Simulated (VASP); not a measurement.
# AlGa3As4 (I-42m) in VASP: further runs, part 2 of 2

VASP 6.6.1.

### 3 Single point, PBE (21.52 Å³/atom)

This run uses another cell than the first one, of 21.52 Å³/atom.

File INCAR:

```
ALGO = Normal ; EDIFF = 1E-6
ENCUT = 520 ; GGA = PE
ISIF = 2 ; ISMEAR = 0
LASPH = True ; LCHARG = True
LELF = True ; LREAL = False
LVHAR = True ; LWAVE = False
NBANDS = 41 ; NELM = 80
PREC = Accurate ; SIGMA = 0.02
```

File KPOINTS:

```
k-points
0
Gamma
  10 10 10
```

File POSCAR:

```
AlGa3As4
1.0
   -2.7814598445      2.7814598445      5.5628400505
    2.7814598445     -2.7814598445      5.5628400505
    2.7814598445      2.7814598445     -5.5628400505
Al Ga As
1 3 4
Direct
    0.5000000000      0.5000000000      0.0000000000
    0.0000000000      0.0000000000      0.0000000000
    0.2500000000      0.7500000000      0.5000000000
    0.7500000000      0.2500000000      0.5000000000
    0.8743036342      0.8743036342      0.4991577186
    0.3751459156      0.3751459156      0.5008422814
    0.1256963658      0.6248540844      0.0000000000
    0.6248540844      0.1256963658      0.0000000000
```

Potentials or basis: VASP PAW PBE potentials, release 64 (Al, Ga_d, As).

The run is started by

```sh
> cat potpaw_PBE.64/Al/POTCAR potpaw_PBE.64/Ga_d/POTCAR potpaw_PBE.64/As/POTCAR > POTCAR
> mpirun -np 1 vasp_std > vasp.out
```

OUTCAR:

```text
EDIFF = 1E-6
   ENCUT = 520
   GGA = PE
   ISIF = 2
   ISMEAR = 0
   LASPH = True
   LREAL = False
   NELM = 80
   PREC = Accurate

 ion  position               nearest neighbor table
   1  0.500  0.500  0.000-   5 2.40   7 2.40   8 2.40   6 2.40
   2  0.000  0.000  0.000-   5 2.41   6 2.41   8 2.41   7 2.41
   3  0.250  0.750  0.500-   6 2.41   8 2.41   7 2.41   5 2.41
   4  0.750  0.250  0.500-   6 2.41   7 2.41   8 2.41   5 2.41
   5  0.874  0.874  0.499-   1 2.40   2 2.41   3 2.41   4 2.41
   6  0.375  0.375  0.501-   1 2.40   2 2.41   4 2.41   3 2.41
   7  0.126  0.625  0.000-   1 2.40   2 2.41   3 2.41   4 2.41
   8  0.625  0.126  0.000-   1 2.40   2 2.41   4 2.41   3 2.41

  LATTYP: Found a body centered tetragonal cell.
 ALAT       =     5.5629196890
 C/A-ratio  =     1.9999713681

  Lattice vectors:

 A1 = (  -2.7814598445,   2.7814598445,   5.5628400505)
 A2 = (   2.7814598445,  -2.7814598445,   5.5628400505)
[... 192 lines left out ...]
 cond. band min:       5.5784969906   @ k =   0.5000   0.5000   0.0000
 fundamental gap:      1.2011078447
 Fermi energy:         4.5052895548

 k-point     1 :       0.0000    0.0000    0.0000
  band No.  band energies     occupation
      1     -10.4989      2.00000
      2     -10.4891      2.00000
      3     -10.4891      2.00000
      4     -10.3932      2.00000
      5     -10.3932      2.00000
      6     -10.3882      2.00000
[... 1045 lines left out ...]
     40       9.2816      0.00000
     41       9.9775      0.00000

 [... further k-points ...]

------------------------ aborting loop because EDIFF is reached ----------------------------------------

  FORCE on cell =-STRESS in cart. coord.  units (eV):
  Direction    XX          YY          ZZ          XY          YZ          ZX
  --------------------------------------------------------------------------------------
  -------------------------------------------------------------------------------------
  Total        8.1517454      8.1517454      8.1514674      0.0000000      0.0000000      0.0000000
  in kB       75.8680704     75.8680704     75.8654827      0.0000000      0.0000000      0.0000000
  external PRESSURE =      75.8672078 kB  Pullay stress =       0.0000000 kB

 VOLUME and BASIS-vectors are now :
 -----------------------------------------------------------------------------
  energy-cutoff  :      520.00
  volume of cell :      172.15
      direct lattice vectors                 reciprocal lattice vectors
    -2.781459845  2.781459845  5.562840051     0.000000000  0.179761718  0.089882146
     2.781459845 -2.781459845  5.562840051     0.179761718  0.000000000  0.089882146
     2.781459845  2.781459845 -5.562840051     0.179761718  0.179761718  0.000000000

 POSITION                                       TOTAL-FORCE (eV/Angst)
 -----------------------------------------------------------------------------------
      0.00000      0.00000      5.56284         0.000000      0.000000     -0.000000
      0.00000      0.00000      0.00000         0.000000      0.000000     -0.000000
      2.78146      0.00000      2.78142         0.000000      0.000000     -0.000000
      0.00000      2.78146      2.78142         0.000000      0.000000     -0.000000
      1.38839      1.38839      6.95049         0.000387      0.000387     -0.001757
      1.39307      1.39307      1.38765        -0.000387     -0.000387     -0.001757
      1.38839     -1.38839      4.17519         0.000387     -0.000387      0.001757
     -1.38839      1.38839      4.17519        -0.000387      0.000387      0.001757
 -----------------------------------------------------------------------------------
    total drift:                                0.000009      0.000009      0.000005

  FREE ENERGIE OF THE ION-ELECTRON SYSTEM (eV)
  ---------------------------------------------------
  free  energy   TOTEN  =       -33.8144643371 eV

  energy  without entropy=      -33.8144643371  energy(sigma->0) =      -33.81446434
```

OSZICAR:

```text
N       E                     dE             d eps       ncg     rms          rms(c)
DAV:   1     0.502530037320E+03    0.50253E+03   -0.27545E+04  9166   0.198E+03
DAV:   2     0.426312308519E+02   -0.45990E+03   -0.43601E+03  9052   0.525E+02
DAV:   3    -0.304544628065E+02   -0.73086E+02   -0.70813E+02  9915   0.152E+02
DAV:   4    -0.344553967870E+02   -0.40009E+01   -0.39699E+01 10305   0.368E+01
DAV:   5    -0.345735534901E+02   -0.11816E+00   -0.11800E+00 10019   0.607E+00    0.635E+00
DAV:   6    -0.339096981756E+02    0.66386E+00   -0.10373E+00 11926   0.120E+01    0.366E+00
DAV:   7    -0.338098632597E+02    0.99835E-01   -0.69647E-01  9770   0.349E+00    0.120E+00
DAV:   8    -0.338130575959E+02   -0.31943E-02   -0.10218E-01 10163   0.341E+00    0.321E-01
DAV:   9    -0.338139463316E+02   -0.88874E-03   -0.13337E-02 11092   0.159E+00    0.929E-02
DAV:  10    -0.338141979815E+02   -0.25165E-03   -0.20278E-03 10433   0.397E-01    0.489E-02
DAV:  11    -0.338144550313E+02   -0.25705E-03   -0.46257E-04 10366   0.278E-01    0.157E-02
DAV:  12    -0.338144627226E+02   -0.76912E-05   -0.52557E-05 11832   0.147E-01    0.104E-02
DAV:  13    -0.338144638967E+02   -0.11742E-05   -0.13253E-05 10375   0.204E-02    0.526E-03
DAV:  14    -0.338144643371E+02   -0.44039E-06   -0.78036E-07  6930   0.192E-02
   1 F= -.33814464E+02 E0= -.33814464E+02  d E =-.391148E-22
```

Run time: 39 min. Hardware: 1 thread of Intel Xeon 8259CL, shared host; peak memory 0.83 GiB.

What came out:

* Free energy: -33.8145 eV
* Pressure: 7.6 GPa
* Band gap on the k mesh: 1.20 eV (least direct gap 1.24 eV)

Caveat: the cell stands under pressure. A k mesh can miss the band edges.
